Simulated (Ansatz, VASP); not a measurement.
## F: VASP beside Ansatz

```
F
1.0
     9.00000    0.00000    0.00000
     0.00000    9.20000    0.00000
     0.00000    0.00000   10.40000
F
2
Direct
  0.50000 0.50000 0.43346
  0.50000 0.50000 0.56654
```

Alike in both runs: task single point; functional LDA; k mesh 1 × 1 × 1; occupations fermi-dirac, width 0.01 eV; no spin polarisation.

|  | VASP | Ansatz |
| --- | --- | --- |
| version | VASP 6.6.1 | Ansatz 0.2.0 |
| potentials or method | VASP PAW LDA potentials, release 64 (F) | PAW with Ansatz's default frozen-core files, scalar-relativistic |
| plane-wave cutoff (eV) | 600 | 420 |
| valence electrons in the cell | 14 | 14 |

Ansatz gave:

```
gap on the k mesh at the Fermi level (eV) : 3.78
rms of the force components (eV/Å)        : 0.000
```

Q: What did VASP give for the same quantities?

A: gap on the k mesh at the Fermi level (eV): 3.70; rms of the force components (eV/Å): 0.335.

LDA's correlation is that of Perdew and Zunger in VASP and of Perdew and Wang (1992) in Ansatz. Atom by atom the forces differ by 0.335 eV/Å (rms over components). One of these differences is far larger than is usual between the two programs; its cause wasn't traced.
